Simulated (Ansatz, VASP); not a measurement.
Si5N3 in VASP and in Ansatz

```
CELL_PARAMETERS angstrom
2.88090 0.00000 0.00000
-1.44045 2.49493 0.00000
0.00000 0.00000 31.49223
ATOMIC_POSITIONS crystal
Si 0.66667 0.33333 0.41925
Si 0.33333 0.66667 0.20097
Si 0.33333 0.66667 0.27839
Si 0.66667 0.33333 0.34281
Si 0.00000 0.00000 0.03814
Si 0.00000 0.00000 0.96186
Si 0.33333 0.66667 0.58075
Si 0.66667 0.33333 0.79903
Si 0.66667 0.33333 0.72161
Si 0.33333 0.66667 0.65719
N 0.33333 0.66667 0.43717
N 0.00000 0.00000 0.18286
N 0.33333 0.66667 0.05612
N 0.66667 0.33333 0.94388
N 0.66667 0.33333 0.56283
N 0.00000 0.00000 0.81714
```

Alike in both runs: task single point; functional PBE; k mesh 12 × 12 × 1; occupations gaussian, width 0.1 eV; no spin polarisation.

```csv
,VASP,Ansatz
version,VASP 6.6.1,Ansatz 0.2.0
potentials or method,"VASP PAW PBE potentials, release 64 (Si, N), cutoff 520 eV","scalar-relativistic, plane waves, PAW"
valence electrons in the cell,70,70
```

VASP gave:

* gap on the k mesh at the Fermi level (eV): none
* pressure (GPa): -0.1
* rms of the force components (eV/Å): 0.011

Q: Which values does Ansatz return?

A: gap on the k mesh at the Fermi level (eV): none; pressure (GPa): 0.0; rms of the force components (eV/Å): 0.000.

Atom by atom the forces differ by 0.011 eV/Å (rms over components). A gap of «none» marks a metal or a gap that the smearing closes.
